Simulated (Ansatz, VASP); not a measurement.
# Ag: VASP beside Ansatz

```
Ag
1.0
     2.87095    0.00000    0.00000
    -1.43548    2.48632    0.00000
     0.00000    0.00000    9.61820
Ag
4
Direct
  0.33333 0.66667 0.25000
  0.66667 0.33333 0.75000
  0.00000 0.00000 0.00000
  0.00000 0.00000 0.50000
```

Change from the starting cell: strain +0.000 along x and y, +0.030 along z, atoms carried along.

Alike in both runs: task single point; functional PBEsol; k mesh 18 × 18 × 6; occupations gaussian, width 0.15 eV; no spin polarisation.

```csv
,VASP,Ansatz
version,VASP 6.6.1,Ansatz 0.2.0
potentials or method,"VASP PAW PBE potentials, release 64 (Ag), cutoff 520 eV","scalar-relativistic, plane waves, PAW"
valence electrons in the cell,44,76
```

VASP gave:

```
gap on the k mesh at the Fermi level (eV)                     : none
pressure (GPa)                                                : -3.3
traceless stress, the component that is largest in VASP (GPa) : -1.64
```

Q: Which values does Ansatz return?

A: gap on the k mesh at the Fermi level (eV): none; pressure (GPa): -3.1; traceless stress, the component that is largest in VASP (GPa): -1.65.

VASP's potentials were made for PBE, not for PBEsol. A gap of «none» marks a metal or a gap that the smearing closes. VASP's potentials hold 44 valence electrons a cell and Ansatz's 76, so a difference there can come from the potentials and not from the codes.
